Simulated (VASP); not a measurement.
# CaO in VASP: further runs

Runs on CaO. Level: PBE. Tasks: single point.

All numbers are computed with VASP 6.6.1; they aren't measurements. Logs are shortened: lines on timing, memory, paths and dates and some standing lists are left out, and cuts for length are marked.

## (1) The cell of the first run

Symmetry: Fm-3m, No. 225, cubic system. The conventional cell has a = 4.898 Å, b = 4.898 Å, c = 4.898 Å, α = 90.00°, β = 90.00°, γ = 90.00°. Within 3.2 Å of Ca (site symmetry m-3m) lie 6 O at 2.45 Å. O (site symmetry m-3m) has 6 Ca at 2.45 Å within 3.2 Å.

## (2) Single point, PBE

The input, INCAR:

```
SYSTEM = CaO
ALGO = Normal
EDIFF = 1E-6
ENCUT = 520
GGA = PE
ISIF = 2
ISMEAR = -1
LASPH = .True.
LCHARG = .False.
LREAL = .False.
LWAVE = .False.
NBANDS = 15
NELM = 80
PREC = Accurate
SIGMA = 0.02
```

The input, KPOINTS:

```
k-points
0
Gamma
  11 11 11
  0 0 0
```

The input, POSCAR:

```
CaO
1.0
    0.0000000000      2.4490000000      2.4490000000
    2.4490000000      0.0000000000      2.4490000000
    2.4490000000      2.4490000000      0.0000000000
Ca O
1 1
Direct
    0.0000000000      0.0000000000      0.0000000000
    0.5000000000      0.5000000000      0.5000000000
```

Potentials or basis: VASP PAW PBE potentials, release 64 (Ca_sv, O).

Launch:

```bash
$ cat potpaw_PBE.64/Ca_sv/POTCAR potpaw_PBE.64/O/POTCAR > POTCAR
$ mpirun -np 1 vasp_std > vasp.out
```

OUTCAR:

```text
SYSTEM = CaO
   EDIFF = 1E-6
   ENCUT = 520
   GGA = PE
   ISIF = 2
   ISMEAR = -1
   LASPH = .True.
   LREAL = .False.
   NELM = 80
   PREC = Accurate

 ion  position               nearest neighbor table
   1  0.000  0.000  0.000-   2 2.45   2 2.45   2 2.45   2 2.45   2 2.45   2 2.45
   2  0.500  0.500  0.500-   1 2.45   1 2.45   1 2.45   1 2.45   1 2.45   1 2.45

  LATTYP: Found a face centered cubic cell.
 ALAT       =     4.8980000000

  Lattice vectors:

 A1 = (   0.0000000000,   2.4490000000,   2.4490000000)
 A2 = (   2.4490000000,   0.0000000000,   2.4490000000)
 A3 = (   2.4490000000,   2.4490000000,   0.0000000000)

Analysis of symmetry for initial positions (statically):
=====================================================================
 Subroutine PRICEL returns:
 Original cell was already a primitive cell.

 Routine SETGRP: Setting up the symmetry group for a
 face centered cubic supercell.

 Subroutine GETGRP returns: Found 48 space group operations
 (whereof 48 operations were pure point group operations)
 out of a pool of 48 trial point group operations.

The static configuration has the point symmetry O_h .

Analysis of symmetry for dynamics (positions and initial velocities):
=====================================================================
 Subroutine PRICEL returns:
 Original cell was already a primitive cell.

 Routine SETGRP: Setting up the symmetry group for a
 face centered cubic supercell.

 Subroutine GETGRP returns: Found 48 space group operations
 (whereof 48 operations were pure point group operations)
 out of a pool of 48 trial point group operations.

The dynamic configuration has the point symmetry O_h .

 Subroutine INISYM returns: Found 48 space group operations
 (whereof 48 operations are pure point group operations),
 and found     1 'primitive' translations

----------------------------------------------------------------------------------------

                                     Primitive cell

  volume of cell :      29.3762

  direct lattice vectors                    reciprocal lattice vectors
     0.000000000  2.449000000  2.449000000    -0.204164965  0.204164965  0.204164965
     2.449000000  0.000000000  2.449000000     0.204164965 -0.204164965  0.204164965
     2.449000000  2.449000000  0.000000000     0.204164965  0.204164965 -0.204164965

  length of vectors
     3.463409014  3.463409014  3.463409014     0.353624093  0.353624093  0.353624093

  position of ions in fractional coordinates (direct lattice)
     0.000000000  0.000000000  0.000000000
     0.500000000  0.500000000  0.500000000

  ion indices of the primitive-cell ions
   primitive index   ion index
                 1           1
                 2           2

----------------------------------------------------------------------------------------

 KPOINTS: k-points

Automatic generation of k-mesh.
 Grid dimensions read from file:
 generate k-points for:   11   11   11

 Generating k-lattice:

  Cartesian coordinates                     Fractional coordinates (reciprocal lattice)
    -0.018560451  0.018560451  0.018560451     0.090909091  0.000000000  0.000000000
     0.018560451 -0.018560451  0.018560451     0.000000000  0.090909091  0.000000000
     0.018560451  0.018560451 -0.018560451     0.000000000  0.000000000  0.090909091

  Length of vectors
     0.032147645  0.032147645  0.032147645

  Shift w.r.t. Gamma in fractional coordinates (k-lattice)
     0.000000000  0.000000000  0.000000000

 Subroutine IBZKPT returns following result:
 ===========================================

 Found     56 irreducible k-points:

 Following reciprocal coordinates:
            Coordinates               Weight
  0.000000  0.000000  0.000000      1.000000
  0.090909  0.000000  0.000000      8.000000
  0.181818  0.000000  0.000000      8.000000
  0.272727  0.000000  0.000000      8.000000
  0.363636  0.000000  0.000000      8.000000
  0.454545  0.000000  0.000000      8.000000
[... 16 lines left out ...]
 -0.272727  0.181818  0.000000     24.000000
 -0.181818  0.181818  0.000000     12.000000
 [... further k-points ...]
   k-points           NKPTS =     56   k-points in BZ     NKDIM =     56   number of bands    NBANDS=     15
   number of dos      NEDOS =    301   number of ions     NIONS =      2
   total plane-waves  NPLWV =  21952
   dimension x,y,z NGX =    28 NGY =   28 NGZ =   28
   dimension x,y,z NGXF=    56 NGYF=   56 NGZF=   56
   ions per type =               1   1
   NGX,Y,Z   is equivalent  to a cutoff of  13.44, 13.44, 13.44 a.u.
   NGXF,Y,Z  is equivalent  to a cutoff of  26.88, 26.88, 26.88 a.u.
 SYSTEM =  CaO
   PREC   = accura    normal or accurate (medium, high low for compatibility)
   ISTART =      0    job   : 0-new  1-cont  2-samecut
   ICHARG =      2    charge: 1-file 2-atom 10-const
   ISPIN  =      1    spin polarized calculation?
   LNONCOLLINEAR =      F non collinear calculations
   LSORBIT =      F    spin-orbit coupling
   LASPH  =      T    aspherical Exc in radial PAW
   ENCUT  =  520.0 eV  38.22 Ry    6.18 a.u.   6.44  6.44  6.44*2*pi/ulx,y,z
   NELM   =     80;   NELMIN=  2; NELMDL= -5     # of ELM steps
   EDIFF  = 0.1E-05   stopping-criterion for ELM
   LREAL  =      F    real-space projection
   EDIFFG = 0.1E-04   stopping-criterion for IOM
   NSW    =      0    number of steps for IOM
   IBRION =     -1    ionic relax: 0-MD 1-quasi-New 2-CG
   NFREE  =      0    steps in history (QN), initial steepest desc. (CG)
   ISIF   =      2    stress and relaxation
   ISYM   =      2    0-nonsym 1-usesym 2-fastsym
   POTIM  = 0.5000    time-step for ionic-motion
   TEBEG  =    0.0;   TEEND  =   0.0 temperature during run
   PSTRESS=    0.0 pullay stress
   NELECT =      16.0000    total number of electrons
   NUPDOWN=      -1.0000    fix difference up-down
   EMIN   =  10.00;   EMAX   =-10.00  energy-range for DOS
   EFERMI =   0.00;   METHOD = LEGACY
   ISMEAR =    -1;   SIGMA  =   0.02  broadening in eV -4-tet -1-fermi 0-gaus
   EFERMI_NEDOS =   21; number of points for ismear=-14 and -15
   IALGO  =     38    algorithm
   IMIX   =      4    mixing-type and parameters
     AMIX     =   0.40;   BMIX     =  1.00
     AMIX_MAG =   1.60;   BMIX_MAG =  1.00
  volume/ion in A,a.u.               =      14.69        99.12
  Fermi-wavevector in a.u.,A,eV,Ry     =   1.336953  2.526474 24.319632  1.787443
  Thomas-Fermi vector in A             =   2.465539
   LORBIT       =      0    0 simple, 1 ext, 2 COOP (PROOUT), +10 PAW based schemes
   GGA     = PE    functional components
   LHFCALC =     F    Hartree Fock is set to
   AEXX    =    0.0000 exact exchange contribution
   IVDW    =     0    specifies the selected vdW correction
   LEPSILON=     F    determine dielectric tensor
   LRPA    =     F    only Hartree local field effects (RPA)
 non-spin polarized calculation
  energy-cutoff  :      520.00
  volume of cell :       29.38
 maximum number of plane-waves:       817
 NGX is ok and might be reduce to    28
   NGX = 13   NGY = 13   NGZ = 13

 number of electron      16.0000005 magnetization

 Free energy of the ion-electron system (eV)
  ---------------------------------------------------
  ext. energy  EPLUGINS =         0.00000000
  ---------------------------------------------------
  free energy    TOTEN  =       -12.79489571 eV

  energy without entropy =      -12.79489571  energy(sigma->0) =      -12.79489571

 E-fermi :   2.4659     XC(G=0): -10.2028

 val. band max:        2.0390834533   @ k =   0.0000   0.0000   0.0000
 cond. band min:       5.7187335147   @ k =   0.4545   0.4545   0.0000
 fundamental gap:      3.6796500614
 Fermi energy:         2.4658817037

 k-point     1 :       0.0000    0.0000    0.0000
  band No.  band energies     occupation
      1     -35.8362      2.00000
      2     -16.6365      2.00000
      3     -16.6365      2.00000
      4     -16.6365      2.00000
      5     -13.3844      2.00000
      6       2.0391      2.00000
      7       2.0391      2.00000
      8       2.0391      2.00000
      9       6.3075      0.00000
     10       8.1200      0.00000
     11       8.1200      0.00000
     12       8.1200      0.00000
     13       9.5274      0.00000
     14       9.5274      0.00000
     15      16.7541      0.00000

 k-point     2 :       0.0909    0.0000    0.0000
  band No.  band energies     occupation
      1     -35.8299      2.00000
      2     -16.7242      2.00000
      3     -16.6403      2.00000
      4     -16.6403      2.00000
      5     -13.2907      2.00000
      6       1.7440      2.00000
      7       1.9343      2.00000
      8       1.9343      2.00000
      9       6.6860      0.00000
     10       8.0896      0.00000
     11       8.2520      0.00000
     12       8.2520      0.00000
     13       9.7088      0.00000
     14       9.7088      0.00000
     15      17.0549      0.00000

 k-point     3 :       0.1818    0.0000    0.0000
  band No.  band energies     occupation
      1     -35.8131      2.00000
      2     -16.9391      2.00000
      3     -16.6503      2.00000
      4     -16.6503      2.00000
      5     -13.0571      2.00000
      6       1.0933      2.00000
      7       1.6723      2.00000
      8       1.6723      2.00000
      9       7.5668      0.00000
     10       8.0927      0.00000
     11       8.6216      0.00000
     12       8.6216      0.00000
     13      10.1919      0.00000
     14      10.1919      0.00000
     15      17.5372      0.00000
[... 343 lines left out ...]
 k-point    23 :      -0.2727    0.1818    0.0000
  band No.  band energies     occupation
      1     -35.7650      2.00000
      2     -17.2837      2.00000
      3     -16.8021      2.00000
      4     -16.6722      2.00000
      5     -12.6446      2.00000
      6       0.0729      2.00000
      7       1.0548      2.00000
      8       1.2839      2.00000
      9       8.2167      0.00000
     10       9.0421      0.00000
     11       9.4543      0.00000
     12      10.0422      0.00000
     13      11.7411      0.00000
     14      11.8364      0.00000
     15      16.6306      0.00000

 k-point    24 :      -0.1818    0.1818    0.0000
  band No.  band energies     occupation
      1     -35.7837      2.00000
      2     -17.1630      2.00000
      3     -16.7572      2.00000
      4     -16.6530      2.00000
      5     -12.7770      2.00000
      6       0.3562      2.00000
      7       1.2139      2.00000
      8       1.5289      2.00000
      9       7.9664      0.00000
     10       8.5851      0.00000
     11       8.9905      0.00000
     12       9.7323      0.00000
     13      10.8998      0.00000
     14      11.2919      0.00000
     15      17.5806      0.00000

 [... further k-points ...]

------------------------ aborting loop because EDIFF is reached ----------------------------------------

  FORCE on cell =-STRESS in cart. coord.  units (eV):
  Direction    XX          YY          ZZ          XY          YZ          ZX
  --------------------------------------------------------------------------------------
  -------------------------------------------------------------------------------------
  Total       -0.6525539     -0.6525539     -0.6525539      0.0000000      0.0000000     -0.0000000
  in kB      -35.5902174    -35.5902174    -35.5902174      0.0000000      0.0000000     -0.0000000
  external PRESSURE =     -35.5902174 kB  Pullay stress =       0.0000000 kB

 VOLUME and BASIS-vectors are now :
 -----------------------------------------------------------------------------
  energy-cutoff  :      520.00
  volume of cell :       29.38
      direct lattice vectors                 reciprocal lattice vectors
     0.000000000  2.449000000  2.449000000    -0.204164965  0.204164965  0.204164965
     2.449000000  0.000000000  2.449000000     0.204164965 -0.204164965  0.204164965
     2.449000000  2.449000000  0.000000000     0.204164965  0.204164965 -0.204164965

 POSITION                                       TOTAL-FORCE (eV/Angst)
 -----------------------------------------------------------------------------------
      0.00000      0.00000      0.00000        -0.000000     -0.000000      0.000000
      2.44900      2.44900      2.44900         0.000000      0.000000     -0.000000
 -----------------------------------------------------------------------------------
    total drift:                                0.000000      0.000000      0.000000

  FREE ENERGIE OF THE ION-ELECTRON SYSTEM (eV)
  ---------------------------------------------------
  free  energy   TOTEN  =       -12.7948957139 eV

  energy  without entropy=      -12.7948957139  energy(sigma->0) =      -12.79489571
```

Run time: 13 s. Hardware: 1 thread of AMD EPYC 9R45 (Zen 5), shared host; peak memory 0.14 GiB.

Results:

* Free energy: -12.7949 eV
* Pressure: -3.6 GPa
* Band gap on the k mesh: 3.68 eV, indirect (least direct gap 4.06 eV)

A k mesh can miss the band edges. As with any semilocal functional, this PBE gap is likely too small.

## (3) Single point, PBE

The input, INCAR:

```
PREC = Accurate
ENCUT = 520
EDIFF = 1E-7
ISMEAR = -1
SIGMA = 0.02
LREAL = F
LASPH = T
NELM = 100
ALGO = Normal
ISIF = 2
LWAVE = F
LCHARG = T
GGA = PE
LELF = T
LVHAR = T
NBANDS = 15
```

The input, KPOINTS:

```
regular mesh
0
Gamma
  11 11 11
```

POSCAR is that of step 2.

Potentials or basis: VASP PAW PBE potentials, release 64 (Ca_sv, O).

Launch:

```bash
$ cat potpaw_PBE.64/Ca_sv/POTCAR potpaw_PBE.64/O/POTCAR > POTCAR
$ mpirun -np 1 vasp_std > vasp.out
```

It took 15 s on 1 thread of AMD EPYC 9R45 (Zen 5), shared host; peak memory 0.14 GiB.

The run converged. Its results:

- Free energy: -12.7949 eV
- Pressure: -3.5 GPa
- Band gap on the k mesh: 3.68 eV, indirect (least direct gap 4.06 eV)

Levels at points of the mesh, in eV from the valence-band top:
```tsv
k point	band 6	band 7	band 8	band 9	band 10	band 11
(0.00, 0.00, 0.00)	0.00	0.00	0.00	4.27	6.08	6.08
```

## (4) Single point, PBE (z stretched by +2 % at fixed volume)

The input, INCAR:

```
SYSTEM = CaO
ALGO     = Normal         ! electronic algorithm
EDIFF    = 1E-6           ! SCF threshold, eV
ENCUT    = 520            ! plane-wave cutoff, eV
GGA      = PE             ! functional
ISIF     = 2              ! what is computed and relaxed
ISMEAR   = -1             ! smearing method
LASPH    = .True.         ! aspherical terms in the spheres
LCHARG   = .False.        ! write CHGCAR
LREAL    = .False.        ! projectors in reciprocal space
LWAVE    = .False.        ! write WAVECAR
NBANDS   = 15             ! bands
NELM     = 60             ! most SCF steps
PREC     = Accurate       ! precision mode
SIGMA    = 0.02           ! smearing width, eV
```

The input, KPOINTS:

```
k-points
0
Gamma
  11 11 11
  0 0 0
```

The input, POSCAR:

```
CaO
1.0
    0.0000000000      2.4248713328      2.4979800000
    2.4248713328      0.0000000000      2.4979800000
    2.4248713328      2.4248713328      0.0000000000
Ca O
1 1
Direct
    0.0000000000      0.0000000000      0.0000000000
    0.5000000000      0.5000000000      0.5000000000
```

Potentials or basis: VASP PAW PBE potentials, release 64 (Ca_sv, O).

Launch:

```bash
$ cat potpaw_PBE.64/Ca_sv/POTCAR potpaw_PBE.64/O/POTCAR > POTCAR
$ mpirun -np 1 vasp_std > vasp.out
```

OUTCAR:

```text
SYSTEM = CaO
   EDIFF = 1E-6
   ENCUT = 520
   GGA = PE
   ISIF = 2
   ISMEAR = -1
   LASPH = .True.
   LREAL = .False.
   NELM = 60
   PREC = Accurate

 ion  position               nearest neighbor table
   1  0.000  0.000  0.000-   2 2.42   2 2.42   2 2.42   2 2.42   2 2.50   2 2.50
   2  0.500  0.500  0.500-   1 2.42   1 2.42   1 2.42   1 2.42   1 2.50   1 2.50

  LATTYP: Found a body centered tetragonal cell.
 ALAT       =     3.4292859259
 C/A-ratio  =     1.4568513994

  Lattice vectors:

[... 618 lines left out ...]

------------------------ aborting loop because EDIFF is reached ----------------------------------------

  FORCE on cell =-STRESS in cart. coord.  units (eV):
  Direction    XX          YY          ZZ          XY          YZ          ZX
  --------------------------------------------------------------------------------------
  -------------------------------------------------------------------------------------
  Total       -0.4176766     -0.4176766     -1.0203815      0.0000000      0.0000000     -0.0000000
  in kB      -22.7800326    -22.7800326    -55.6514903      0.0000000      0.0000000     -0.0000000
  external PRESSURE =     -33.7371852 kB  Pullay stress =       0.0000000 kB

 VOLUME and BASIS-vectors are now :
 -----------------------------------------------------------------------------
  energy-cutoff  :      520.00
  volume of cell :       29.38
      direct lattice vectors                 reciprocal lattice vectors
     0.000000000  2.424871333  2.497980000    -0.206196508  0.206196508  0.200161731
     2.424871333  0.000000000  2.497980000     0.206196508 -0.206196508  0.200161731
     2.424871333  2.424871333  0.000000000     0.206196508  0.206196508 -0.200161731

 POSITION                                       TOTAL-FORCE (eV/Angst)
 -----------------------------------------------------------------------------------
      0.00000      0.00000      0.00000         0.000000     -0.000000      0.000000
      2.42487      2.42487      2.49798        -0.000000      0.000000     -0.000000
 -----------------------------------------------------------------------------------
    total drift:                                0.000000      0.000000      0.000000

  FREE ENERGIE OF THE ION-ELECTRON SYSTEM (eV)
  ---------------------------------------------------
  free  energy   TOTEN  =       -12.7888233270 eV

  energy  without entropy=      -12.7888233270  energy(sigma->0) =      -12.78882333
```

Run time: 32 s. Hardware: 1 thread of AMD EPYC 9R45 (Zen 5), shared host; peak memory 0.17 GiB.

Results:

- Free energy: -12.7888 eV
- Pressure: -3.4 GPa
- Band gap on the k mesh: 3.64 eV, indirect (least direct gap 4.04 eV)

Stress tensor (GPa, compression positive):
```
-2.28  0.00  0.00
 0.00 -2.28  0.00
 0.00  0.00 -5.57
```

 A k mesh can miss the band edges.

## (5) Single point, PBE (atom 1 (Ca) moved by [0.0, 0.0, 0.08] A)

The input, INCAR:

```
SYSTEM = CaO
PREC     = Accurate       ! precision mode
ENCUT    = 520            ! plane-wave cutoff, eV
EDIFF    = 1E-6           ! SCF threshold, eV
ISMEAR   = -1             ! smearing method
SIGMA    = 0.02           ! smearing width, eV
LREAL    = .FALSE.        ! projectors in reciprocal space
LASPH    = .TRUE.         ! aspherical terms in the spheres
NELM     = 100            ! most SCF steps
ALGO     = Normal         ! electronic algorithm
ISIF     = 2              ! what is computed and relaxed
LWAVE    = .FALSE.        ! write WAVECAR
LCHARG   = .FALSE.        ! write CHGCAR
GGA      = PE             ! functional
NBANDS   = 15             ! bands
```

The input, KPOINTS:

```
regular mesh
0
G
  11 11 11
  0 0 0
```

The input, POSCAR:

```
CaO
1.0
    0.0000000000      2.4490000000      2.4490000000
    2.4490000000      0.0000000000      2.4490000000
    2.4490000000      2.4490000000      0.0000000000
Ca O
1 1
Direct
    0.0163331972      0.0163331972     -0.0163331972
    0.5000000000      0.5000000000      0.5000000000
```

Launch:

```bash
$ cat potpaw_PBE.64/Ca_sv/POTCAR potpaw_PBE.64/O/POTCAR > POTCAR
$ mpirun -np 1 vasp_std > vasp.out
```

It took 30 s on 1 thread of AMD EPYC 9R45 (Zen 5), shared host; peak memory 0.17 GiB.

The run converged. Its results:

```
Free energy            : -12.7875 eV
Pressure               : -3.3 GPa
Largest force          : 0.190 eV/Å
Band gap on the k mesh : 3.70 eV, indirect (least direct gap 4.07 eV)
```

Forces on the atoms (eV/Å):
```
Ca   0.000  0.000 -0.190
O    0.000  0.000  0.190
```

Stress tensor (GPa, compression positive):
```
-3.59  0.00  0.00
 0.00 -3.59  0.00
 0.00  0.00 -2.82
```

Levels at points of the mesh, in eV from the valence-band top:
```tsv
k point	band 6	band 7	band 8	band 9	band 10	band 11
(0.00, 0.00, 0.00)	0.00	0.00	0.00	4.28	6.10	6.13
```

Caveat: the cell differs from its parent crystal (atom 1 (Ca) moved by [0.0, 0.0, 0.08] A). A k mesh can miss the band edges.
